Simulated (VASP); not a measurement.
# Ir (Fm-3m) in VASP: single point with PBEsol

Aim: the single point of Ir with PBEsol.

Program: VASP 6.6.1. These are calculated values, not measurements. Logs are shortened: lines on timing, memory, paths and dates and some standing lists are left out, and cuts for length are marked.

## 1. The cell of the first run

Symmetry: Fm-3m, No. 225, cubic system. Conventional cell: a = 3.830 Å, b = 3.830 Å, c = 3.830 Å, α = 90.00°, β = 90.00°, γ = 90.00°. Within 3.6 Å of Ir (site symmetry m-3m) lie 12 Ir at 2.71 Å.

## 2. Single point, PBEsol

Contents of INCAR:

```
SYSTEM = Ir
ALGO = Normal
EDIFF = 1E-6
ENCUT = 560
GGA = PS
GGA_COMPAT = .False.
ISIF = 2
ISMEAR = -1
LASPH = .True.
LCHARG = .True.
LELF = .True.
LREAL = .False.
LVHAR = .True.
LWAVE = .False.
NBANDS = 14
NELM = 120
PREC = Accurate
SIGMA = 0.05
```

Contents of KPOINTS:

```
k-points
0
Gamma
  15 15 15
  0 0 0
```

Contents of POSCAR:

```
Ir
1.0
    0.0000000000      1.9149226742      1.9149226742
    1.9149226742      0.0000000000      1.9149226742
    1.9149226742      1.9149226742      0.0000000000
Ir
1
Direct
    0.0000000000      0.0000000000      0.0000000000
```

Potentials or basis: VASP PAW PBE potentials, release 64 (Ir_sv_GW).

Command:

```bash
cat potpaw_PBE.64/Ir_sv_GW/POTCAR > POTCAR
mpirun -np 1 vasp_std > vasp.out
```

OUTCAR:

```text
SYSTEM = Ir
   EDIFF = 1E-6
   ENCUT = 560
   GGA = PS
   ISIF = 2
   ISMEAR = -1
   LASPH = .True.
   LREAL = .False.
   NELM = 120
   PREC = Accurate

 ion  position               nearest neighbor table
   1  0.000  0.000  0.000-

  LATTYP: Found a face centered cubic cell.
 ALAT       =     3.8298453484

  Lattice vectors:

 A1 = (   0.0000000000,   1.9149226742,   1.9149226742)
 A2 = (   1.9149226742,   0.0000000000,   1.9149226742)
 A3 = (   1.9149226742,   1.9149226742,   0.0000000000)

Analysis of symmetry for initial positions (statically):
=====================================================================
 Subroutine PRICEL returns:
 Original cell was already a primitive cell.

 Routine SETGRP: Setting up the symmetry group for a
 face centered cubic supercell.

 Subroutine GETGRP returns: Found 48 space group operations
 (whereof 48 operations were pure point group operations)
 out of a pool of 48 trial point group operations.

The static configuration has the point symmetry O_h .

Analysis of symmetry for dynamics (positions and initial velocities):
=====================================================================
 Subroutine PRICEL returns:
 Original cell was already a primitive cell.

 Routine SETGRP: Setting up the symmetry group for a
 face centered cubic supercell.

 Subroutine GETGRP returns: Found 48 space group operations
 (whereof 48 operations were pure point group operations)
 out of a pool of 48 trial point group operations.

The dynamic configuration has the point symmetry O_h .

 Subroutine INISYM returns: Found 48 space group operations
 (whereof 48 operations are pure point group operations),
 and found     1 'primitive' translations

----------------------------------------------------------------------------------------

                                     Primitive cell

  volume of cell :      14.0438

  direct lattice vectors                    reciprocal lattice vectors
     0.000000000  1.914922674  1.914922674    -0.261107149  0.261107149  0.261107149
     1.914922674  0.000000000  1.914922674     0.261107149 -0.261107149  0.261107149
     1.914922674  1.914922674  0.000000000     0.261107149  0.261107149 -0.261107149

  length of vectors
     2.708109617  2.708109617  2.708109617     0.452250848  0.452250848  0.452250848

  position of ions in fractional coordinates (direct lattice)
     0.000000000  0.000000000  0.000000000

[... 81 lines left out ...]
   ISIF   =      2    stress and relaxation
   ISYM   =      2    0-nonsym 1-usesym 2-fastsym
   POTIM  = 0.5000    time-step for ionic-motion
   TEBEG  =    0.0;   TEEND  =   0.0 temperature during run
   PSTRESS=    0.0 pullay stress
   NELECT =      17.0000    total number of electrons
   NUPDOWN=      -1.0000    fix difference up-down
   EMIN   =  10.00;   EMAX   =-10.00  energy-range for DOS
   EFERMI =   0.00;   METHOD = LEGACY
   ISMEAR =    -1;   SIGMA  =   0.05  broadening in eV -4-tet -1-fermi 0-gaus
   EFERMI_NEDOS =   21; number of points for ismear=-14 and -15
   IALGO  =     38    algorithm
   IMIX   =      4    mixing-type and parameters
     AMIX     =   0.40;   BMIX     =  1.00
     AMIX_MAG =   1.60;   BMIX_MAG =  1.00
  volume/ion in A,a.u.               =      14.04        94.77
  Fermi-wavevector in a.u.,A,eV,Ry     =   1.744737  3.297074 41.417579  3.044106
  Thomas-Fermi vector in A             =   2.816559
   LORBIT       =      0    0 simple, 1 ext, 2 COOP (PROOUT), +10 PAW based schemes
   GGA     = PS    functional components
   LHFCALC =     F    Hartree Fock is set to
   AEXX    =    0.0000 exact exchange contribution
   IVDW    =     0    specifies the selected vdW correction
   LEPSILON=     F    determine dielectric tensor
   LRPA    =     F    only Hartree local field effects (RPA)
 non-spin polarized calculation
  energy-cutoff  :      560.00
  volume of cell :       14.04
 maximum number of plane-waves:       440
 NGX is ok and might be reduce to    24
   NGX = 11   NGY = 11   NGZ = 11

 number of electron      17.0000000 magnetization

 Free energy of the ion-electron system (eV)
  ---------------------------------------------------
  ext. energy  EPLUGINS =         0.00000000
  ---------------------------------------------------
  free energy    TOTEN  =       -10.40877779 eV

  energy without entropy =      -10.40084900  energy(sigma->0) =      -10.40481339

 E-fermi :  12.9321     XC(G=0): -14.7535

 val. band max:       12.9131848708   @ k =  -0.4000   0.4667   0.0667
 cond. band min:      12.9333580319   @ k =  -0.3333   0.2667   0.0667
 fundamental gap:      0.0201731611
 Fermi energy:        12.9321407317

 k-point     1 :       0.0000    0.0000    0.0000
  band No.  band energies     occupation
      1     -80.1721      2.00000
      2     -36.5467      2.00000
      3     -36.5467      2.00000
      4     -36.5467      2.00000
      5       1.6267      2.00000
      6       8.9372      2.00000
      7       8.9372      2.00000
      8       8.9372      2.00000
      9      11.6811      2.00000
     10      11.6811      2.00000
     11      26.4442      0.00000
     12      31.9897      0.00000
     13      31.9897      0.00000
     14      31.9897      0.00000
[... 377 lines left out ...]
      1     -80.1486      2.00000
      2     -36.7778      2.00000
      3     -36.6230      2.00000
      4     -36.6162      2.00000
      5       3.2971      2.00000
      6       7.8645      2.00000
      7       9.7256      2.00000
      8       9.8251      2.00000
      9      10.6336      2.00000
     10      12.1512      2.00000
     11      29.2322      0.00000
     12      29.5536      0.00000
     13      32.6058      0.00000
     14      33.1241      0.00000

 [... further k-points ...]

------------------------ aborting loop because EDIFF is reached ----------------------------------------

  FORCE on cell =-STRESS in cart. coord.  units (eV):
  Direction    XX          YY          ZZ          XY          YZ          ZX
  --------------------------------------------------------------------------------------
  -------------------------------------------------------------------------------------
  Total       -0.1622397     -0.1622397     -0.1622397      0.0000000      0.0000000      0.0000000
  in kB      -18.5090404    -18.5090404    -18.5090404      0.0000000      0.0000000      0.0000000
  external PRESSURE =     -18.5090404 kB  Pullay stress =       0.0000000 kB

 VOLUME and BASIS-vectors are now :
 -----------------------------------------------------------------------------
  energy-cutoff  :      560.00
  volume of cell :       14.04
      direct lattice vectors                 reciprocal lattice vectors
     0.000000000  1.914922674  1.914922674    -0.261107149  0.261107149  0.261107149
     1.914922674  0.000000000  1.914922674     0.261107149 -0.261107149  0.261107149
     1.914922674  1.914922674  0.000000000     0.261107149  0.261107149 -0.261107149

 POSITION                                       TOTAL-FORCE (eV/Angst)
 -----------------------------------------------------------------------------------
      0.00000      0.00000      0.00000        -0.000000      0.000000     -0.000000
 -----------------------------------------------------------------------------------
    total drift:                                0.000000      0.000000      0.000000

  FREE ENERGIE OF THE ION-ELECTRON SYSTEM (eV)
  ---------------------------------------------------
  free  energy   TOTEN  =       -10.4087777907 eV

  energy  without entropy=      -10.4008489952  energy(sigma->0) =      -10.40481339
```

stdout:

```text
POSCAR found type information on POSCAR Ir
 POSCAR found :  1 types and       1 ions
 scaLAPACK will be used
 -----------------------------------------------------------------------------
|                                                                             |
|                                                                             |
|     You enforced a specific xc type in the INCAR file but a different       |
|     I HOPE YOU KNOW WHAT YOU ARE DOING!                                     |
|                                                                             |
 -----------------------------------------------------------------------------

 LDA part: xc-table for (Slater+PW92), standard interpolation
 POSCAR, INCAR and KPOINTS ok, starting setup
 FFT: planning ... GRIDC
 FFT: planning ... GRID_SOFT
 FFT: planning ... GRID
 WAVECAR not read
 entering main loop
```

Wall time 27 s (1 thread of Intel Xeon Platinum 8375C at 2.90GHz (Ice Lake), shared host); peak memory 0.16 GiB.

What came out:

| Property | Result |
| --- | --- |
| Free energy | -10.4088 eV |
| Pressure | -1.9 GPa |
| Band gap on the k mesh | zero (an odd number of electrons rules out a gap without spin polarisation) |

Caveat: the PAW data sets were made with another functional, which shifts forces and pressure a little; spin-orbit coupling is left out, which moves the levels of the heavy elements.

The gap in the log of VASP goes by the Fermi energy; the results here count the filled bands.